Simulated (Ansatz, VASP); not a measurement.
## Two plane-wave programs on ZnGaC4N4

```xyz
10
Lattice="7.1729 0.0000 0.0000 0.0000 7.1729 0.0000 0.0000 0.0000 4.3604" Properties=species:S:1:pos:R:3 pbc="T T T"
Zn    0.0000    0.0000    0.0000
Ga    3.5864    3.5864    0.0000
C     1.3555    5.8174    0.0000
C     5.8174    1.3555    0.0000
C     1.3555    1.3555    0.0000
C     5.8174    5.8174    0.0000
N     2.1828    4.9901    0.0000
N     4.9901    2.1828    0.0000
N     2.1828    2.1828    0.0000
N     4.9901    4.9901    0.0000
```

Alike in both runs: task single point; functional PBE; k mesh 4 × 4 × 4; occupations gaussian, width 0.1 eV; no spin polarisation.

```csv
,VASP,Ansatz
version,VASP 6.6.1,Ansatz 0.2.0
potentials or method,"VASP PAW PBE potentials, release 64 (Zn, Ga_d, C, N), cutoff 520 eV","scalar-relativistic, plane waves, PAW"
valence electrons in the cell,61,61
```

|  | VASP | Ansatz | Ansatz less VASP |
| --- | --- | --- | --- |
| gap on the k mesh at the Fermi level (eV) | none | none | - |
| pressure (GPa) | 4.2 | 3.9 | -0.39 |
| traceless stress, the component that is largest in VASP (GPa) | -5.22 | -4.76 | +0.461 |
| rms of the force components (eV/Å) | 0.824 | 0.858 | +0.0337 |

Atom by atom the forces differ by 0.180 eV/Å (rms over components). A gap of «none» marks a metal or a gap that the smearing closes.

The k mesh is coarse, so the values compare programs but aren't converged. Noted on VASP's run: the standard files for N, O and F lose accuracy on very short bonds.
